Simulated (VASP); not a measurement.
# Au (Cmcm) in VASP: relaxation of cell and atoms with PBE

Aim: the relaxation of cell and atoms of Au with PBE.

Program: VASP 6.6.1. These are calculated values, not measurements. Logs are shortened: lines on timing, memory, paths and dates and some standing lists are left out, and cuts for length are marked.

### Step 1. The cell of the first run

It takes space group Cmcm (No. 63, orthorhombic). Conventional cell: a = 3.012 Å, b = 4.952 Å, c = 4.829 Å, α = 90.00°, β = 90.00°, γ = 90.00°. Au (site symmetry m2m) has 12 Au at 2.90 to 3.01 Å within 3.8 Å.

### Step 2. Relaxation of cell and atoms, PBE

File INCAR:

```
ALGO     = Fast           # electronic algorithm
EDIFF    = 1E-7           # SCF threshold, eV
EDIFFG   = -0.01          # ionic threshold
ENCUT    = 600            # plane-wave cutoff, eV
GGA      = PE             # functional
IBRION   = 2              # ionic algorithm
ISIF     = 3              # what is computed and relaxed
ISMEAR   = 0              # smearing method
LASPH    = T              # aspherical terms in the spheres
LCHARG   = F              # write CHGCAR
LREAL    = F              # projectors in reciprocal space
LWAVE    = F              # write WAVECAR
NELM     = 80             # most SCF steps
NSW      = 100            # ionic steps
PREC     = Accurate       # precision mode
SIGMA    = 0.1            # smearing width, eV
```

File KPOINTS:

```
k-points
0
Gamma
  22 22 12
```

File POSCAR:

```
Au
1.0
    1.5062013610     -2.4759473865      0.0000000000
    1.5062013610      2.4759473865      0.0000000000
    0.0000000000      0.0000000000      4.8293259809
Au
2
Direct
    0.3303569539      0.6696430461      0.7500000000
    0.6696430461      0.3303569539      0.2500000000
```

Potentials or basis: VASP PAW PBE potentials, release 64 (Au).

Launch:

```bash
$ cat potpaw_PBE.64/Au/POTCAR > POTCAR
$ mpirun -np 1 vasp_std > vasp.out
```

OUTCAR:

```text
EDIFF = 1E-7
   EDIFFG = -0.01
   ENCUT = 600
   GGA = PE
   IBRION = 2
   ISIF = 3
   ISMEAR = 0
   LASPH = T
   LREAL = F
   NELM = 80
   NSW = 100
   PREC = Accurate

 ion  position               nearest neighbor table
   1  0.330  0.670  0.750-   2 2.94   2 2.94   2 2.96   2 2.96   2 2.96   2 2.96
   2  0.670  0.330  0.250-   1 2.94   1 2.94   1 2.96   1 2.96   1 2.96   1 2.96

  LATTYP: Found a base centered orthorhombic cell.
 ALAT       =     3.0124027220
 B/A-ratio  =     1.6438355791
 C/A-ratio  =     1.6031475293

  Lattice vectors:

 A1 = (   1.5062013610,  -2.4759473865,   0.0000000000)
 A2 = (   1.5062013610,   2.4759473865,   0.0000000000)
 A3 = (   0.0000000000,   0.0000000000,   4.8293259809)

Analysis of symmetry for initial positions (statically):
=====================================================================
 Subroutine PRICEL returns:
 Original cell was already a primitive cell.

 Routine SETGRP: Setting up the symmetry group for a
 base centered orthorhombic supercell.

 Subroutine GETGRP returns: Found  8 space group operations
 (whereof  4 operations were pure point group operations)
 out of a pool of  8 trial point group operations.

The static configuration has the point symmetry C_2h.
 The point group associated with its full space group is D_2h.

Analysis of symmetry for dynamics (positions and initial velocities):
=====================================================================
 Subroutine PRICEL returns:
 Original cell was already a primitive cell.

 Routine SETGRP: Setting up the symmetry group for a
 base centered orthorhombic supercell.

 Subroutine GETGRP returns: Found  8 space group operations
 (whereof  4 operations were pure point group operations)
 out of a pool of  8 trial point group operations.

The dynamic configuration has the point symmetry C_2h.
 The point group associated with its full space group is D_2h.

 Subroutine INISYM returns: Found  8 space group operations
 (whereof  4 operations are pure point group operations),
 and found     1 'primitive' translations

----------------------------------------------------------------------------------------

                                     Primitive cell

  volume of cell :      36.0198

  direct lattice vectors                    reciprocal lattice vectors
[... 122 lines left out ...]
  energy-cutoff  :      600.00
  volume of cell :       36.02
 maximum number of plane-waves:      1220
   NGX = 11   NGY = 11   NGZ = 19

--------------------------------------- Ionic step        1  -------------------------------------------

 number of electron      22.0000001 magnetization

 Free energy of the ion-electron system (eV)
  ---------------------------------------------------
  ext. energy  EPLUGINS =         0.00000000
  ---------------------------------------------------
  free energy    TOTEN  =        -6.42152521 eV

  energy without entropy =       -6.41725679  energy(sigma->0) =       -6.41939100

------------------------ aborting loop because EDIFF is reached ----------------------------------------

  FORCE on cell =-STRESS in cart. coord.  units (eV):
  Direction    XX          YY          ZZ          XY          YZ          ZX
  --------------------------------------------------------------------------------------
  -------------------------------------------------------------------------------------
  Total       -0.2758355      0.0552383      0.1468352      0.0000000      0.0000000      0.0000000
  in kB      -12.2692986      2.4570274      6.5313010      0.0000000      0.0000000      0.0000000
  external PRESSURE =      -1.0936568 kB  Pullay stress =       0.0000000 kB
[... 89 lines left out ...]
  FREE ENERGIE OF THE ION-ELECTRON SYSTEM (eV)
  ---------------------------------------------------
  free  energy   TOTEN  =        -6.4259418352 eV

  energy  without entropy=       -6.4214754090  energy(sigma->0) =       -6.42370862

[... ionic steps 4 to 8 ...]

--------------------------------------- Ionic step        9  -------------------------------------------

 number of electron      21.9999998 magnetization

------------------------ aborting loop because EDIFF is reached ----------------------------------------
[... 67 lines left out ...]
--------------------------------------- Ionic step       11  -------------------------------------------

 number of electron      21.9999998 magnetization

 Free energy of the ion-electron system (eV)
  ---------------------------------------------------
  ext. energy  EPLUGINS =         0.00000000
  ---------------------------------------------------
  free energy    TOTEN  =        -6.42705147 eV

  energy without entropy =       -6.42247033  energy(sigma->0) =       -6.42476090

 E-fermi :   8.5676     XC(G=0): -12.3923

 val. band max:        8.5633745497   @ k =  -0.4545   0.3182   0.5000
 cond. band min:       8.5697341645   @ k =   0.5000   0.1364   0.2500
 fundamental gap:      0.0063596148
 Fermi energy:         8.5675964106

 k-point     1 :       0.0000    0.0000    0.0000
  band No.  band energies     occupation
      1      -0.7007      2.00000
      2       1.6842      2.00000
      3       4.0289      2.00000
      4       4.2230      2.00000
      5       4.3433      2.00000
      6       4.5357      2.00000
      7       4.6045      2.00000
      8       5.1295      2.00000
      9       5.2540      2.00000
     10       6.4025      2.00000
     11       6.4881      2.00000
     12       7.7186      2.00000
     13      11.0392      0.00000
     14      23.1762      0.00000
[... 401 lines left out ...]
      2       2.3055      2.00000
      3       2.7953      2.00000
      4       4.3213      2.00000
      5       4.4762      2.00000
      6       4.5650      2.00000
      7       4.8807      2.00000
      8       6.5749      2.00000
      9       6.6359      2.00000
     10       6.6818      2.00000
     11       7.8627      2.00000
     12      11.5633      0.00000
     13      13.1885      0.00000
     14      15.2960      0.00000
     15      17.0266      0.00000

 [... further k-points ...]

------------------------ aborting loop because EDIFF is reached ----------------------------------------

  FORCE on cell =-STRESS in cart. coord.  units (eV):
  Direction    XX          YY          ZZ          XY          YZ          ZX
  --------------------------------------------------------------------------------------
  -------------------------------------------------------------------------------------
  Total        0.0101978      0.0038765     -0.0006236      0.0000000      0.0000000      0.0000000
  in kB        0.4540533      0.1726015     -0.0277661      0.0000000      0.0000000      0.0000000
  external PRESSURE =       0.1996295 kB  Pullay stress =       0.0000000 kB
[... 17 lines left out ...]
  FREE ENERGIE OF THE ION-ELECTRON SYSTEM (eV)
  ---------------------------------------------------
  free  energy   TOTEN  =        -6.4270514741 eV

  energy  without entropy=       -6.4224703313  energy(sigma->0) =       -6.42476090

 reached required accuracy - stopping structural energy minimisation
```

CONTCAR:

```text
Au
   1.00000000000000
     1.4639814397828714   -2.5151241467384713   -0.0000000000000000
     1.4639814397828714    2.5151241467384713    0.0000000000000000
     0.0000000000000000    0.0000000000000001    4.8863357463570267
  Au
     2
Direct
     0.3297412931970146    0.6702587068029854    0.7500000000000000
     0.6702587068029854    0.3297412931970146    0.2500000000000000

  0.00000000E+00  0.00000000E+00  0.00000000E+00
  0.00000000E+00  0.00000000E+00  0.00000000E+00
```

Wall time 62 min (1 thread of Oxide Virtual Turin-like, shared host); peak memory 0.6 GiB.

What came out:

| Item | Value |
| --- | --- |
| Free energy | -6.4271 eV |
| Relaxed volume | 17.99 Å³/atom |
| Relaxed cell | a = 2.910 Å, b = 2.910 Å, c = 4.886 Å, α = 90.00°, β = 90.00°, γ = 119.60° |
| Space group after relaxing (to 0.1 Å) | P6_3/mmc (No. 194) |
| Energy gained by relaxing | 2.8 meV/atom |
| Ionic steps | 11 |
| Pressure after relaxing | 0.0 GPa |
| Largest force after relaxing | 0.010 eV/Å |
| Band gap on the k mesh | zero (bands 11 and 12 overlap by 6.31 eV) |

Forces in eV/Å, atoms in the order of the input:
```
Au   0.000 -0.010  0.000
Au   0.000  0.010  0.000
```

The path:
| step | energy change (eV) | largest force (eV/Å) | pressure (GPa) | volume (Å³) |
| --- | --- | --- | --- | --- |
| 1 | 0.0000 | 0.0196 | -0.11 | 36.02 |
| 2 | -0.0023 | 0.0114 | 0.13 | 35.95 |
| 3 | -0.0044 | 0.0052 | 0.98 | 35.75 |
| 4 | -0.0046 | 0.0003 | 0.74 | 35.80 |
| 5 | -0.0050 | 0.0057 | -0.55 | 36.13 |
| 6 | -0.0052 | 0.0032 | -0.04 | 36.01 |
| 7 | -0.0052 | 0.0038 | -0.07 | 36.01 |
| 8 | -0.0053 | 0.0044 | -0.05 | 36.01 |
| 9 | -0.0055 | 0.0070 | -0.01 | 35.99 |
| 10 | -0.0054 | 0.0137 | 0.08 | 35.96 |
| 11 | -0.0055 | 0.0096 | 0.02 | 35.98 |

Final structure:
```
Au
1.0
     1.46398   -2.51512    0.00000
     1.46398    2.51512    0.00000
     0.00000    0.00000    4.88634
Au
2
Direct
  0.32974 0.67026 0.75000
  0.67026 0.32974 0.25000
```

Caveat: spin-orbit coupling is left out, which moves the levels of the heavy elements.
